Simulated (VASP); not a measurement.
Co:

```
Co
1.0
     2.47200    0.00000    0.00000
    -1.23600    2.14081    0.00000
     0.00000    0.00000    4.02114
Co
2
Cartesian
  1.2360 0.7136 3.0159
  0.0000 1.4272 1.0053
```

| Item | Value |
| --- | --- |
| Program | VASP 6.6.1 |
| Task | relaxation of cell and atoms |
| Functional | revPBE |
| Potentials or basis | VASP PAW PBE potentials, release 64 (Co) |
| Cutoff | 600 eV |
| k mesh | 12 × 12 × 7 |
| Occupations | fermi-dirac, width 0.05 eV |
| Spin | collinear spin, ferromagnetic start |
| Starting moments | [2.0, 2.0] μB |

At the start: pressure 8.3 GPa; volume 10.64 Å³/atom.

Question: How do energy, volume and symmetry change on relaxing?

Answer: Over 5 steps the energy falls by 11.1 meV/atom and the volume is 11.07 Å³/atom (+4.0 %); space group P6_3/mmc (No. 194, to 0.1 Å) before and after; moment 3.29 μB per cell.

Step by step:
| step | energy change (eV) | largest force (eV/Å) | pressure (GPa) | volume (Å³) |
| --- | --- | --- | --- | --- |
| 1 | 0.0000 | 0.0000 | 8.32 | 21.28 |
| 2 | -0.0016 | 0.0000 | -7.06 | 23.03 |
| 3 | -0.0220 | 0.0000 | -0.10 | 22.14 |
| 4 | -0.0222 | 0.0000 | -0.01 | 22.13 |
| 5 | -0.0222 | 0.0000 | 0.02 | 22.13 |

Final structure:
```yaml
crystal:
  lattice:
    - [2.51230, 0.00000, 0.00000]
    - [-1.25615, 2.17572, 0.00000]
    - [0.00000, 0.00000, 4.04864]
  atoms:
    - { symbol: Co, position: [0.66667, 0.33333, 0.75000] }
    - { symbol: Co, position: [0.33333, 0.66667, 0.25000] }
```

Caveat: the PAW data sets were made with another functional, which shifts forces and pressure a little.
